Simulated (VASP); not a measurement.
# AlN (P6_3mc) in VASP: further runs

AlN is run at these levels: PBE; tasks: single point.

Program: VASP 6.6.1. These are calculated values, not measurements. Logs are shortened: lines on timing, memory, paths and dates and some standing lists are left out, and cuts for length are marked.

**1. The cell of the first run**

It takes space group P6_3mc (No. 186, hexagonal). The conventional cell has a = 3.067 Å, b = 3.067 Å, c = 5.619 Å, α = 90.00°, β = 90.00°, γ = 120.00°. Within 2.5 Å of Al (site symmetry 3m) lie 4 N at 1.91 to 2.10 Å. Within 2.5 Å of N (site symmetry 3m) lie 4 Al at 1.91 to 2.10 Å.

**2. Single point, PBE**

File INCAR:

```
SYSTEM = AlN
PREC = Accurate
ENCUT = 520
EDIFF = 1E-7
ISMEAR = 0
SIGMA = 0.05
LREAL = .FALSE.
LASPH = .TRUE.
NELM = 60
ALGO = Normal
ISIF = 2
LWAVE = .FALSE.
LCHARG = .FALSE.
GGA = PE
NBANDS = 16
```

File KPOINTS:

```
regular mesh
0
G
  9 9 6
  0 0 0
```

File POSCAR:

```
AlN
1.0
    3.0673000000      0.0000000000      0.0000000000
   -1.5336500000      2.6563597210      0.0000000000
    0.0000000000      0.0000000000      5.6190000000
Al N
2 2
Direct
    0.3333333333      0.6666666667      0.0059966981
    0.6666666667      0.3333333333      0.5059966981
    0.3333333333      0.6666666667      0.3790033019
    0.6666666667      0.3333333333      0.8790033019
```

Potentials or basis: VASP PAW PBE potentials, release 64 (Al, N).

On the command line:

```console
$ cat potpaw_PBE.64/Al/POTCAR potpaw_PBE.64/N/POTCAR > POTCAR
$ mpirun -np 1 vasp_std > vasp.out
```

OUTCAR:

```text
SYSTEM = AlN
   PREC = Accurate
   ENCUT = 520
   EDIFF = 1E-7
   ISMEAR = 0
   LREAL = .FALSE.
   LASPH = .TRUE.
   NELM = 60
   ISIF = 2
   GGA = PE

 ion  position               nearest neighbor table
   1  0.333  0.667  0.006-   4 1.91   4 1.91   4 1.91   3 2.10   2 3.32   2 3.32   2 3.32   2 3.32
                             2 3.32   2 3.32
   2  0.667  0.333  0.506-   3 1.91   3 1.91   3 1.91   4 2.10   1 3.32   1 3.32   1 3.32   1 3.32
                             1 3.32   1 3.32
   3  0.333  0.667  0.379-   2 1.91   2 1.91   2 1.91   1 2.10
   4  0.667  0.333  0.879-   1 1.91   1 1.91   1 1.91   2 2.10

  LATTYP: Found a hexagonal cell.
 ALAT       =     3.0673000000
 C/A-ratio  =     1.8319042806

  Lattice vectors:

 A1 = (   3.0673000000,   0.0000000000,   0.0000000000)
 A2 = (  -1.5336500000,   2.6563597210,   0.0000000000)
 A3 = (   0.0000000000,   0.0000000000,   5.6190000000)

Analysis of symmetry for initial positions (statically):
=====================================================================
 Subroutine PRICEL returns:
 Original cell was already a primitive cell.

 Routine SETGRP: Setting up the symmetry group for a
 hexagonal supercell.

 Subroutine GETGRP returns: Found 12 space group operations
 (whereof  6 operations were pure point group operations)
 out of a pool of 24 trial point group operations.

The static configuration has the point symmetry C_3v.
 The point group associated with its full space group is C_6v.

Analysis of symmetry for dynamics (positions and initial velocities):
=====================================================================
 Subroutine PRICEL returns:
 Original cell was already a primitive cell.

 Routine SETGRP: Setting up the symmetry group for a
 hexagonal supercell.

 Subroutine GETGRP returns: Found 12 space group operations
 (whereof  6 operations were pure point group operations)
 out of a pool of 24 trial point group operations.

The dynamic configuration has the point symmetry C_3v.
 The point group associated with its full space group is C_6v.

 Subroutine INISYM returns: Found 12 space group operations
 (whereof  6 operations are pure point group operations),
 and found     1 'primitive' translations

----------------------------------------------------------------------------------------

                                     Primitive cell

  volume of cell :      45.7828

  direct lattice vectors                    reciprocal lattice vectors
     3.067300000  0.000000000  0.000000000     0.326019626  0.188227519  0.000000000
    -1.533650000  2.656359721  0.000000000     0.000000000  0.376455038  0.000000000
     0.000000000  0.000000000  5.619000000     0.000000000  0.000000000  0.177967610

  length of vectors
     3.067300000  3.067300000  5.619000000     0.376455038  0.376455038  0.177967610

  position of ions in fractional coordinates (direct lattice)
     0.333333333  0.666666667  0.005996698
     0.666666667  0.333333333  0.505996698
     0.333333333  0.666666667  0.379003302
     0.666666667  0.333333333  0.879003302

  ion indices of the primitive-cell ions
   primitive index   ion index
                 1           1
                 2           2
                 3           3
                 4           4

----------------------------------------------------------------------------------------

 KPOINTS: regular mesh

Automatic generation of k-mesh.
 Grid dimensions read from file:
 generate k-points for:    9    9    6

 Generating k-lattice:

  Cartesian coordinates                     Fractional coordinates (reciprocal lattice)
     0.036224403  0.020914169  0.000000000     0.111111111  0.000000000  0.000000000
     0.000000000  0.041828338  0.000000000     0.000000000  0.111111111  0.000000000
     0.000000000  0.000000000  0.029661268     0.000000000  0.000000000  0.166666667

  Length of vectors
     0.041828338  0.041828338  0.029661268

  Shift w.r.t. Gamma in fractional coordinates (k-lattice)
     0.000000000  0.000000000  0.000000000

 Subroutine IBZKPT returns following result:
 ===========================================

 Found     48 irreducible k-points:

 Following reciprocal coordinates:
            Coordinates               Weight
  0.000000  0.000000  0.000000      1.000000
  0.111111 -0.000000  0.000000      6.000000
  0.222222 -0.000000  0.000000      6.000000
  0.333333  0.000000  0.000000      6.000000
  0.444444 -0.000000  0.000000      6.000000
  0.111111  0.111111  0.000000      6.000000
[... 16 lines left out ...]
  0.333333  0.222222  0.166667     24.000000
  0.333333  0.333333  0.166667      4.000000
 [... further k-points ...]
   k-points           NKPTS =     48   k-points in BZ     NKDIM =     48   number of bands    NBANDS=     16
   number of dos      NEDOS =    301   number of ions     NIONS =      4
   total plane-waves  NPLWV =  24192
   dimension x,y,z NGX =    24 NGY =   24 NGZ =   42
   dimension x,y,z NGXF=    48 NGYF=   48 NGZF=   84
   ions per type =               2   2
   NGX,Y,Z   is equivalent  to a cutoff of  13.01, 13.01, 12.43 a.u.
   NGXF,Y,Z  is equivalent  to a cutoff of  26.02, 26.02, 24.85 a.u.
 SYSTEM =  AlN
   PREC   = accura    normal or accurate (medium, high low for compatibility)
   ISTART =      0    job   : 0-new  1-cont  2-samecut
   ICHARG =      2    charge: 1-file 2-atom 10-const
   ISPIN  =      1    spin polarized calculation?
   LNONCOLLINEAR =      F non collinear calculations
   LSORBIT =      F    spin-orbit coupling
   LASPH  =      T    aspherical Exc in radial PAW
   ENCUT  =  520.0 eV  38.22 Ry    6.18 a.u.   5.70  5.70 10.45*2*pi/ulx,y,z
   NELM   =     60;   NELMIN=  2; NELMDL= -5     # of ELM steps
   EDIFF  = 0.1E-06   stopping-criterion for ELM
   LREAL  =      F    real-space projection
   EDIFFG = 0.1E-05   stopping-criterion for IOM
   NSW    =      0    number of steps for IOM
   IBRION =     -1    ionic relax: 0-MD 1-quasi-New 2-CG
   NFREE  =      0    steps in history (QN), initial steepest desc. (CG)
   ISIF   =      2    stress and relaxation
   ISYM   =      2    0-nonsym 1-usesym 2-fastsym
   POTIM  = 0.5000    time-step for ionic-motion
   TEBEG  =    0.0;   TEEND  =   0.0 temperature during run
   PSTRESS=    0.0 pullay stress
   NELECT =      16.0000    total number of electrons
   NUPDOWN=      -1.0000    fix difference up-down
   EMIN   =  10.00;   EMAX   =-10.00  energy-range for DOS
   EFERMI =   0.00;   METHOD = LEGACY
   ISMEAR =     0;   SIGMA  =   0.05  broadening in eV -4-tet -1-fermi 0-gaus
   EFERMI_NEDOS =   21; number of points for ismear=-14 and -15
   IALGO  =     38    algorithm
   IMIX   =      4    mixing-type and parameters
     AMIX     =   0.40;   BMIX     =  1.00
     AMIX_MAG =   1.60;   BMIX_MAG =  1.00
  volume/ion in A,a.u.               =      11.45        77.24
  Fermi-wavevector in a.u.,A,eV,Ry     =   1.153137  2.179112 18.091995  1.329724
  Thomas-Fermi vector in A             =   2.289783
   LORBIT       =      0    0 simple, 1 ext, 2 COOP (PROOUT), +10 PAW based schemes
   GGA     = PE    functional components
   LHFCALC =     F    Hartree Fock is set to
   AEXX    =    0.0000 exact exchange contribution
   IVDW    =     0    specifies the selected vdW correction
   LEPSILON=     F    determine dielectric tensor
   LRPA    =     F    only Hartree local field effects (RPA)
 non-spin polarized calculation
 Gauss-broadening in eV      SIGMA  =   0.05
  energy-cutoff  :      520.00
  volume of cell :       45.78
 maximum number of plane-waves:      1250
 NGX is ok and might be reduce to    24
   NGX = 11   NGY = 11   NGZ = 21

 number of electron      15.9999996 magnetization

 Free energy of the ion-electron system (eV)
  ---------------------------------------------------
  ext. energy  EPLUGINS =         0.00000000
  ---------------------------------------------------
  free energy    TOTEN  =       -29.18245611 eV

  energy without entropy =      -29.18245611  energy(sigma->0) =      -29.18245611

 E-fermi :   5.6318     XC(G=0): -10.5237

 val. band max:        5.3941829440   @ k =   0.0000   0.0000   0.0000
 cond. band min:       8.1739892061   @ k =   0.0000   0.0000   0.0000
 fundamental gap:      2.7798062621
 Fermi energy:         5.6317654868

 k-point     1 :       0.0000    0.0000    0.0000
  band No.  band energies     occupation
      1      -9.3617      2.00000
      2      -7.9602      2.00000
      3      -0.6687      2.00000
      4       4.6951      2.00000
      5       5.0571      2.00000
      6       5.0571      2.00000
[... 8 lines left out ...]
     15      18.3659      0.00000
     16      18.3659      0.00000

 k-point     2 :       0.1111   -0.0000    0.0000
  band No.  band energies     occupation
      1      -9.2038      2.00000
      2      -7.8468      2.00000
      3      -0.4707      2.00000
      4       4.3016      2.00000
      5       4.5993      2.00000
      6       4.7093      2.00000
[... 8 lines left out ...]
     15      17.6062      0.00000
     16      18.3087      0.00000

 k-point     3 :       0.2222   -0.0000    0.0000
  band No.  band energies     occupation
      1      -8.7584      2.00000
      2      -7.5464      2.00000
      3       0.1025      2.00000
      4       2.7100      2.00000
      5       3.2519      2.00000
      6       4.4935      2.00000
[... 8 lines left out ...]
     15      17.3088      0.00000
     16      17.8420      0.00000

 k-point     4 :       0.3333    0.0000    0.0000
  band No.  band energies     occupation
      1      -8.1287      2.00000
      2      -7.1946      2.00000
      3       0.9150      2.00000
      4       1.2507      2.00000
      5       1.9690      2.00000
      6       4.1276      2.00000
[... 8 lines left out ...]
     15      16.8102      0.00000
     16      18.7202      0.00000
[... 324 lines left out ...]
 k-point    22 :       0.2222    0.2222    0.1667
  band No.  band energies     occupation
      1      -7.7612      2.00000
      2      -7.1025      2.00000
      3       1.0799      2.00000
      4       1.2514      2.00000
      5       2.2170      2.00000
      6       3.0762      2.00000
[... 8 lines left out ...]
     15      17.1338      0.00000
     16      19.1368      0.00000

 k-point    23 :       0.3333    0.2222    0.1667
  band No.  band energies     occupation
      1      -7.2878      2.00000
      2      -6.9665      2.00000
      3       0.6969      2.00000
      4       1.2037      2.00000
      5       2.2504      2.00000
      6       2.8554      2.00000
[... 8 lines left out ...]
     15      17.8710      0.00000
     16      18.8618      0.00000

 k-point    24 :       0.3333    0.3333    0.1667
  band No.  band energies     occupation
      1      -7.0198      2.00000
      2      -7.0198      2.00000
      3       1.1414      2.00000
      4       1.4331      2.00000
      5       1.4331      2.00000
      6       2.4989      2.00000
[... 8 lines left out ...]
     15      18.3506      0.00000
     16      19.4926      0.00000

 [... further k-points ...]

------------------------ aborting loop because EDIFF is reached ----------------------------------------

  FORCE on cell =-STRESS in cart. coord.  units (eV):
  Direction    XX          YY          ZZ          XY          YZ          ZX
  --------------------------------------------------------------------------------------
  -------------------------------------------------------------------------------------
  Total        0.9155361      0.9155361    -10.0858212      0.0000000     -0.0000000      0.0000000
  in kB       32.0393640     32.0393640   -352.9552737      0.0000000     -0.0000000      0.0000000
  external PRESSURE =     -96.2921819 kB  Pullay stress =       0.0000000 kB

 VOLUME and BASIS-vectors are now :
 -----------------------------------------------------------------------------
  energy-cutoff  :      520.00
  volume of cell :       45.78
      direct lattice vectors                 reciprocal lattice vectors
     3.067300000  0.000000000  0.000000000     0.326019626  0.188227519  0.000000000
    -1.533650000  2.656359721  0.000000000     0.000000000  0.376455038  0.000000000
     0.000000000  0.000000000  5.619000000     0.000000000  0.000000000  0.177967610

 POSITION                                       TOTAL-FORCE (eV/Angst)
 -----------------------------------------------------------------------------------
     -0.00000      1.77091      0.03370        -0.000000      0.000000      0.001064
      1.53365      0.88545      2.84320         0.000000     -0.000000      0.001064
     -0.00000      1.77091      2.12962        -0.000000      0.000000     -0.001064
      1.53365      0.88545      4.93912        -0.000000     -0.000000     -0.001064
 -----------------------------------------------------------------------------------
    total drift:                               -0.000000     -0.000000     -0.000120

  FREE ENERGIE OF THE ION-ELECTRON SYSTEM (eV)
  ---------------------------------------------------
  free  energy   TOTEN  =       -29.1824561147 eV

  energy  without entropy=      -29.1824561147  energy(sigma->0) =      -29.18245611
```

It took 22 s on 1 thread of Intel Xeon Platinum 8259CL at 2.50GHz (Skylake/Cascade Lake), shared host; peak memory 0.17 GiB.

What came out:

```yaml
Free_energy: -29.1825 eV
Pressure: -9.6 GPa
Band_gap_on_the_k_mesh: 2.78 eV, direct
```

Stress tensor (GPa, compression positive):
```
  3.20   0.00   0.00
  0.00   3.20   0.00
  0.00   0.00 -35.30
```

Levels at points of the mesh, in eV from the valence-band top:
| k point | band 5 | band 6 | band 7 | band 8 | band 9 | band 10 | band 11 | band 12 |
| --- | --- | --- | --- | --- | --- | --- | --- | --- |
| (0.00, 0.00, 0.00) | -0.34 | -0.34 | 0.00 | 0.00 | 2.78 | 7.03 | 8.96 | 10.38 |
| (0.00, 0.00, 0.50) | -0.17 | -0.17 | -0.17 | -0.17 | 5.76 | 5.76 | 9.09 | 9.09 |

**3. Single point, PBE**

This run uses another cell than the first one, of 11.68 Å³/atom, 1.021 times its volume.

File INCAR:

```
ALGO = Normal ; EDIFF = 1E-7
ENCUT = 520 ; GGA = PE
ISIF = 2 ; ISMEAR = 0
LASPH = T ; LCHARG = T
LELF = T ; LREAL = F
LVHAR = T ; LWAVE = F
NBANDS = 16 ; NELM = 60
PREC = Accurate ; SIGMA = 0.05
```

File KPOINTS:

```
k-points
0
Gamma
  9 9 6
```

File POSCAR:

```
AlN
1.0
    3.0986000000      0.0000000000      0.0000000000
   -1.5493000000      2.6834663162      0.0000000000
    0.0000000000      0.0000000000      5.6190000000
Al N
2 2
Direct
    0.3333333333      0.6666666667      0.0050414210
    0.6666666667      0.3333333333      0.5050414210
    0.3333333333      0.6666666667      0.3799585790
    0.6666666667      0.3333333333      0.8799585790
```

Potentials or basis: VASP PAW PBE potentials, release 64 (Al, N).

On the command line:

```console
$ cat potpaw_PBE.64/Al/POTCAR potpaw_PBE.64/N/POTCAR > POTCAR
$ mpirun -np 1 vasp_std > vasp.out
```

Wall time 22 s (1 thread of Intel Xeon Platinum 8259CL at 2.50GHz (Skylake/Cascade Lake), shared host); peak memory 0.17 GiB.

Results (log left out):

```
Free energy            : -29.1877 eV
Pressure               : -12.6 GPa
Largest force          : 0.006 eV/Å
Band gap on the k mesh : 2.76 eV, direct
```

Forces in eV/Å, atoms in the order of the input:
```
Al   0.000  0.000 -0.006
Al   0.000  0.000 -0.006
N    0.000  0.000  0.006
N    0.000  0.000  0.006
```

Stress tensor (GPa, compression positive):
```
 -1.52   0.00   0.00
  0.00  -1.52   0.00
  0.00   0.00 -34.89
```

Levels at points of the mesh, in eV from the valence-band top:
| k point | band 5 | band 6 | band 7 | band 8 | band 9 | band 10 | band 11 | band 12 |
| --- | --- | --- | --- | --- | --- | --- | --- | --- |
| (0.00, 0.00, 0.00) | -0.35 | -0.35 | 0.00 | 0.00 | 2.76 | 6.79 | 8.94 | 10.33 |
| (0.00, 0.00, 0.50) | -0.18 | -0.18 | -0.18 | -0.18 | 5.66 | 5.66 | 8.99 | 8.99 |

PBE gaps usually lie below the measured ones, often by a third to a half.

**4. Single point, PBE**

This run uses another cell than the first one, of 11.51 Å³/atom, 1.006 times its volume.

File INCAR:

```
PREC = Accurate
ENCUT = 520
EDIFF = 1E-6
ISMEAR = 0
SIGMA = 0.05
LREAL = False
LASPH = True
NELM = 80
ALGO = Normal
ISIF = 2
LWAVE = False
LCHARG = False
GGA = PE
NBANDS = 16
```

File KPOINTS:

```
regular mesh
0
Gamma
  9 9 6
```

File POSCAR:

```
AlN
1.0
    3.1925000000      0.0000000000      0.0000000000
   -1.5962500000      2.7647861016      0.0000000000
    0.0000000000      0.0000000000      5.2176000000
Al N
2 2
Direct
    0.3333333333      0.6666666667      0.0032119788
    0.6666666667      0.3333333333      0.5032119788
    0.3333333333      0.6666666667      0.3817880212
    0.6666666667      0.3333333333      0.8817880212
```

On the command line:

```console
$ cat potpaw_PBE.64/Al/POTCAR potpaw_PBE.64/N/POTCAR > POTCAR
$ mpirun -np 1 vasp_std > vasp.out
```

It took 18 s on 1 thread of Intel Xeon Platinum 8259CL at 2.50GHz (Skylake/Cascade Lake), shared host; peak memory 0.17 GiB.

The run converged. Its results:

| Quantity | Value |
| --- | --- |
| Free energy | -29.6208 eV |
| Pressure | -13.1 GPa |
| Largest force | 0.004 eV/Å |
| Band gap on the k mesh | 3.45 eV, direct |

Forces on the atoms (eV/Å):
```
Al   0.000  0.000 -0.004
Al   0.000  0.000 -0.004
N    0.000  0.000  0.004
N    0.000  0.000  0.004
```

Stress tensor (GPa, compression positive):
```
-11.74   0.00   0.00
  0.00 -11.74   0.00
  0.00   0.00 -15.78
```

Levels at points of the mesh, in eV from the valence-band top:
```
           k point  band 5  band 6  band 7  band 8  band 9  band 10  band 11  band 12
(0.00, 0.00, 0.00)   -0.62   -0.05   -0.05    0.00    3.45     6.11     9.81    10.73
(0.00, 0.00, 0.50)   -0.34   -0.34   -0.34   -0.34    5.80     5.80     9.56     9.56
```

[end of part 1 of 2]
